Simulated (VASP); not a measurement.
Set up this calculation in VASP 6.6.1, as the native input.

```yaml
Task: single point
Functional: PBEsol
Potentials_or_basis: VASP PAW PBE potentials, release 64 (Al, Ti_sv)
Cutoff: 520 eV
k_mesh: 14 × 14 × 14
Occupations: gaussian, width 0.1 eV
Spin: no spin polarisation
Dipole_correction: no
Further_INCAR_settings: ALGO = Normal; EDIFF = 1e-07; NBANDS = 14
```

The structure of TiAl lies in POSCAR:

```
TiAl
1.0
    3.1552927248      0.0000000000      0.0000000000
    0.0000000000      3.1552927248      0.0000000000
    0.0000000000      0.0000000000      3.1552927248
Al Ti
1 1
Direct
    0.0000000000      0.0000000000      0.0000000000
    0.5000000000      0.5000000000      0.5000000000
```

These files were run (other wordings do the same):

INCAR

```
SYSTEM = TiAl
PREC = Accurate
ENCUT = 520
EDIFF = 1E-7
ISMEAR = 0
SIGMA = 0.1
LREAL = .FALSE.
LASPH = .TRUE.
NELM = 60
ALGO = Normal
ISIF = 2
LWAVE = .FALSE.
LCHARG = .TRUE.
GGA = PS
LELF = .TRUE.
LVHAR = .TRUE.
NBANDS = 14
```

KPOINTS

```
Automatic mesh
0
G
  14 14 14
  0 0 0
```

Potentials or basis: VASP PAW PBE potentials, release 64 (Al, Ti_sv).

Launch:

```console
$ cat potpaw_PBE.64/Al/POTCAR potpaw_PBE.64/Ti_sv/POTCAR > POTCAR
$ mpirun -np 1 vasp_std > vasp.out
```

Results of the run:

```yaml
Pressure: 0.1 GPa
```

Caveat: the PAW data sets were made with another functional, which shifts forces and pressure a little.

It took 25 s on 1 thread of Intel(R) Xeon(R) Platinum 8124M CPU @ 3.00GHz (Skylake/Cascade Lake), with other jobs on the host, peak memory 0.18 GiB.
